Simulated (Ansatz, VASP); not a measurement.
Cu: VASP beside Ansatz

The input POSCAR:

```
Cu
1.0
   -1.4427933200      1.4427933200      1.3760814500
    1.4427933200     -1.4427933200      1.3760814500
    1.4427933200      1.4427933200     -1.3760814500
Cu
1
Direct
    0.0000000000      0.0000000000      0.0000000000
```

The input INCAR.step1:

```
  ALGO = Normal
  EDIFF = 1E-4
  ENCUT = 520
  GGA = PE
  ISMEAR = 0
  LASPH = T
  LCHARG = F
  LREAL = F
  LWAVE = T
  NBANDS = 12
  NELM = 60
  PREC = Accurate
  SIGMA = 0.2
```

INCAR.step2

```
  ALGO = Normal
  EDIFF = 1E-6
  ENCUT = 520
  ISIF = 2
  ISMEAR = 0
  ISTART = 1
  LASPH = T
  LCHARG = F
  LMIXTAU = T
  LREAL = F
  LWAVE = F
  METAGGA = R2SCAN
  NBANDS = 12
  NELM = 60
  PREC = Accurate
  SIGMA = 0.2
```

The input KPOINTS:

```
k-points
0
Gamma
  10 10 10
```

Input for Ansatz:

```yaml
crystal:
  lattice:
    - [-1.44279332, 1.44279332, 1.37608145]
    - [1.44279332, -1.44279332, 1.37608145]
    - [1.44279332, 1.44279332, -1.37608145]
  atoms:
    - { symbol: Cu, position: [0.0, 0.0, 0.0] }
basis:
  ecutwfc: 500
kpoints:
  mp_grid: { grid: [10, 10, 10] }
hamiltonian:
  xc: r2scan
scf:
  occupations: { method: gaussian, width: 0.2 }
output:
  forces: true
  stress: true
  eigenvalues: true
```

Alike in both runs: task single point; functional r2SCAN; k mesh 10 × 10 × 10; occupations gaussian, width 0.2 eV; no spin polarisation.

|  | VASP | Ansatz |
| --- | --- | --- |
| version | VASP 6.6.1 | Ansatz 0.2.0 |
| potentials or method | VASP PAW PBE potentials, release 64 (Cu), cutoff 520 eV | scalar-relativistic, plane waves, PAW |
| valence electrons in the cell | 11 | 19 |

|  | VASP | Ansatz | Ansatz less VASP |
| --- | --- | --- | --- |
| gap on the k mesh at the Fermi level (eV) | none | none | - |
| pressure (GPa) | 1.0 | 0.3 | -0.69 |
| traceless stress, the component that is largest in VASP (GPa) | -0.92 | -0.89 | +0.031 |

VASP's potentials were made for PBE, not for r2SCAN. A gap of «none» marks a metal or a gap that the smearing closes. VASP's potentials hold 11 valence electrons a cell and Ansatz's 19, so a difference there can come from the potentials and not from the codes.
